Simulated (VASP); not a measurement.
# SnSe (Fm-3m) in VASP: settings compared, part 2 of 2

VASP 6.6.1. The steps go on from the part before.

## Step 4: Single point, BLYP+D3(BJ)

Input file INCAR:

```
PREC     = Accurate       # precision mode
ENCUT    = 520            # plane-wave cutoff, eV
EDIFF    = 1E-7           # SCF threshold, eV
ISMEAR   = -1             # smearing method
SIGMA    = 0.05           # smearing width, eV
LREAL    = F              # projectors in reciprocal space
LASPH    = T              # aspherical terms in the spheres
NELM     = 80             # most SCF steps
ALGO     = Normal         # electronic algorithm
ISIF     = 2              # what is computed and relaxed
LWAVE    = F              # write WAVECAR
LCHARG   = F              # write CHGCAR
GGA      = B5             # functional
ALDAX    = 1.0          
AGGAX    = 1.0          
AGGAC    = 1.0          
ALDAC    = 0.0          
IVDW     = 12             # dispersion correction
VDW_S6   = 1.0          
VDW_S8   = 2.6996       
VDW_A1   = 0.4298       
VDW_A2   = 4.2359       
NBANDS   = 17             # bands
```

Input file KPOINTS:

```
Automatic mesh
0
Gamma
  8 8 8
```

Input file POSCAR:

```
SnSe
1.0
    0.0000000000      3.0299343558      3.0299343558
    3.0299343558      0.0000000000      3.0299343558
    3.0299343558      3.0299343558      0.0000000000
Sn Se
1 1
Direct
    0.0000000000      0.0000000000      0.0000000000
    0.5000000000      0.5000000000      0.5000000000
```

Potentials or basis: VASP PAW PBE potentials, release 64 (Sn_d, Se).

Run with:

```sh
$ cat potpaw_PBE.64/Sn_d/POTCAR potpaw_PBE.64/Se/POTCAR > POTCAR
$ mpirun -np 1 vasp_std > vasp.out
```

OUTCAR:

```text
PREC = Accurate
   ENCUT = 520
   EDIFF = 1E-7
   ISMEAR = -1
   LREAL = F
   LASPH = T
   NELM = 80
   ISIF = 2
   GGA = B5
   IVDW = 12
 IVDW          = 12

 ion  position               nearest neighbor table
   1  0.000  0.000  0.000-   2 3.03   2 3.03   2 3.03   2 3.03   2 3.03   2 3.03
   2  0.500  0.500  0.500-   1 3.03   1 3.03   1 3.03   1 3.03   1 3.03   1 3.03

  LATTYP: Found a face centered cubic cell.
 ALAT       =     6.0598687116

  Lattice vectors:

 A1 = (   0.0000000000,   3.0299343558,   3.0299343558)
 A2 = (   3.0299343558,   0.0000000000,   3.0299343558)
 A3 = (   3.0299343558,   3.0299343558,   0.0000000000)

Analysis of symmetry for initial positions (statically):
=====================================================================
 Subroutine PRICEL returns:
 Original cell was already a primitive cell.

 Routine SETGRP: Setting up the symmetry group for a
 face centered cubic supercell.

 Subroutine GETGRP returns: Found 48 space group operations
[... 9 lines left out ...]

 Routine SETGRP: Setting up the symmetry group for a
 face centered cubic supercell.

 Subroutine GETGRP returns: Found 48 space group operations
[... 11 lines left out ...]
                                     Primitive cell

  volume of cell :      55.6326

  direct lattice vectors                    reciprocal lattice vectors
     0.000000000  3.029934356  3.029934356    -0.165020077  0.165020077  0.165020077
     3.029934356  0.000000000  3.029934356     0.165020077 -0.165020077  0.165020077
     3.029934356  3.029934356  0.000000000     0.165020077  0.165020077 -0.165020077

  length of vectors
     4.284974259  4.284974259  4.284974259     0.285823157  0.285823157  0.285823157

  position of ions in fractional coordinates (direct lattice)
     0.000000000  0.000000000  0.000000000
     0.500000000  0.500000000  0.500000000

  ion indices of the primitive-cell ions
   primitive index   ion index
                 1           1
                 2           2

[... 87 lines left out ...]
   EFERMI_NEDOS =   21; number of points for ismear=-14 and -15
   IALGO  =     38    algorithm
   IMIX   =      4    mixing-type and parameters
     AMIX     =   0.40;   BMIX     =  1.00
     AMIX_MAG =   1.60;   BMIX_MAG =  1.00
  volume/ion in A,a.u.               =      27.82       187.71
  Fermi-wavevector in a.u.,A,eV,Ry     =   1.164059  2.199752 18.436344  1.355033
  Thomas-Fermi vector in A             =   2.300601
   LORBIT       =      0    0 simple, 1 ext, 2 COOP (PROOUT), +10 PAW based schemes
   GGA     = B5    functional components
   LHFCALC =     F    Hartree Fock is set to
   AEXX    =    0.0000 exact exchange contribution
   IVDW    =    12    specifies the selected vdW correction
   LEPSILON=     F    determine dielectric tensor
   LRPA    =     F    only Hartree local field effects (RPA)
 non-spin polarized calculation
  energy-cutoff  :      520.00
  volume of cell :       55.63
 maximum number of plane-waves:      1524
   NGX = 15   NGY = 15   NGZ = 15

 number of electron      19.9999999 magnetization

 Free energy of the ion-electron system (eV)
  ---------------------------------------------------
  ext. energy  EPLUGINS =         0.00000000
  ---------------------------------------------------
  free energy    TOTEN  =        -7.01971592 eV

  energy without entropy =       -7.01944584  energy(sigma->0) =       -7.01958088

 E-fermi :   6.0787     XC(G=0):  -8.8993

 val. band max:        5.9204236052   @ k =   0.5000   0.0000   0.0000
 cond. band min:       6.2378023363   @ k =   0.5000   0.0000   0.0000
 fundamental gap:      0.3173787310
 Fermi energy:         6.0786510497

 k-point     1 :       0.0000    0.0000    0.0000
  band No.  band energies     occupation
      1     -15.8198      2.00000
      2     -15.8198      2.00000
      3     -15.8185      2.00000
      4     -15.8185      2.00000
      5     -15.8185      2.00000
      6      -7.9297      2.00000
[... 457 lines left out ...]
      4     -15.8107      2.00000
      5     -15.8060      2.00000
      6      -6.9200      2.00000
[... 9 lines left out ...]
     16      16.7831      0.00000
     17      16.7858      0.00000

 [... further k-points ...]

------------------------ aborting loop because EDIFF is reached ----------------------------------------

 Edisp (eV)   -1.60244

 E8    (eV) :    -1.1963

  FORCE on cell =-STRESS in cart. coord.  units (eV):
  Direction    XX          YY          ZZ          XY          YZ          ZX
  --------------------------------------------------------------------------------------
  -------------------------------------------------------------------------------------
  Total      -0.34287    -0.34287    -0.34287    -0.00000     0.00000    -0.00000
  in kB      -9.87441    -9.87441    -9.87441    -0.00000     0.00000    -0.00000
  external pressure =       -9.87 kB  Pullay stress =        0.00 kB

 VOLUME and BASIS-vectors are now :
 -----------------------------------------------------------------------------
  energy-cutoff  :      520.00
  volume of cell :       55.63
      direct lattice vectors                 reciprocal lattice vectors
     0.000000000  3.029934356  3.029934356    -0.165020077  0.165020077  0.165020077
     3.029934356  0.000000000  3.029934356     0.165020077 -0.165020077  0.165020077
     3.029934356  3.029934356  0.000000000     0.165020077  0.165020077 -0.165020077

 POSITION                                       TOTAL-FORCE (eV/Angst)
 -----------------------------------------------------------------------------------
      0.00000      0.00000      0.00000         0.000000     -0.000000     -0.000000
      3.02993      3.02993      3.02993        -0.000000      0.000000      0.000000
 -----------------------------------------------------------------------------------
    total drift:                                0.000000     -0.000000     -0.000000

  FREE ENERGIE OF THE ION-ELECTRON SYSTEM (eV)
  ---------------------------------------------------
  free  energy   TOTEN  =        -8.6221546717 eV

  energy  without entropy=       -8.6218845897  energy(sigma->0) =       -8.62201963
```

Run time: 26 s. Hardware: 1 thread of Intel Xeon Platinum 8488C (Sapphire Rapids), shared host; peak memory 0.19 GiB.

Results:

* Free energy: -8.6222 eV
* Pressure: -1.0 GPa
* Band gap on the k mesh: 0.32 eV, direct
* Dispersion energy per atom: -0.801 eV

Caveat: the PAW data sets were made with another functional, which shifts forces and pressure a little; spin-orbit coupling is left out, which moves the levels of the heavy elements.

## Step 5: Single point, PBE+D4

This run uses another cell than the first one, of 28.36 Å³/atom, 1.020 times its volume.

Input file INCAR:

```
  PREC = Accurate
  ENCUT = 520
  EDIFF = 1E-6
  ISMEAR = -1
  SIGMA = 0.05
  LREAL = F
  LASPH = T
  NELM = 60
  ALGO = Normal
  ISIF = 2
  LWAVE = F
  LCHARG = F
  GGA = PE
  IVDW = 13
  NBANDS = 17
```

KPOINTS is that of step 4.

Input file POSCAR:

```
SnSe
1.0
    0.0000000000      3.0496098055      3.0496098055
    3.0496098055      0.0000000000      3.0496098055
    3.0496098055      3.0496098055      0.0000000000
Sn Se
1 1
Direct
    0.0000000000      0.0000000000      0.0000000000
    0.5000000000      0.5000000000      0.5000000000
```

Run with:

```sh
$ cat potpaw_PBE.64/Sn_d/POTCAR potpaw_PBE.64/Se/POTCAR > POTCAR
$ mpirun -np 1 vasp_std > vasp.out
```

Wall time 15 s (1 thread of Intel Xeon Platinum 8488C (Sapphire Rapids), shared host); peak memory 0.18 GiB.

The run converged. Its results:

- Free energy: -8.9755 eV
- Pressure: -1.0 GPa
- Band gap on the k mesh: 0.42 eV, direct
- Dispersion energy per atom: -0.378 eV

Levels at points of the mesh, in eV from the valence-band top:
```
           k point  band 7  band 8  band 9  band 10  band 11  band 12  band 13  band 14
(0.00, 0.00, 0.00)   -5.21   -2.10   -2.10    -2.10     4.15     4.15     4.15     5.89
(0.50, 0.00, 0.00)   -7.88   -1.86   -1.86     0.00     0.42     1.25     1.25     8.12
(0.50, 0.50, 0.00)   -6.03   -5.22   -3.48    -3.48     3.14     5.11     5.11     5.70
```

Caveat: spin-orbit coupling is left out, which moves the levels of the heavy elements. A k mesh can miss the band edges.

## Step 6: Overview

```tsv
level	cell	gap on the mesh (eV)	pressure (GPa)
PBE+D4	a = 4.285 Å, angles 60.0°, 2 atoms	0.50	-1.7
revPBE	a = 4.285 Å, angles 60.0°, 2 atoms	0.47	1.1
BLYP+D3(BJ)	a = 4.285 Å, angles 60.0°, 2 atoms	0.32	-1.0
PBE+D4	a = 4.313 Å, angles 60.0°, 2 atoms	0.42	-1.0
```

Alike in all rows: task single point; potentials or basis VASP PAW PBE potentials, release 64 (Sn_d, Se); no spin polarisation; k mesh 8 × 8 × 8; cutoff (eV) 520; smearing fermi-dirac 0.05 eV.

On the cell as given the gap runs from 0.32 eV (BLYP+D3(BJ)) to 0.50 eV (PBE+D4). The pressure there spans -1.7 GPa (PBE+D4) to 1.1 GPa (revPBE); a positive pressure means that this level wants a larger cell, a negative one a smaller.

Caveats: spin-orbit coupling is left out, which moves the levels of the heavy elements; the PAW data sets were made with another functional, which shifts forces and pressure a little (some runs).

Total energies depend on the potentials used, so only differences within one code and one set of settings carry meaning.
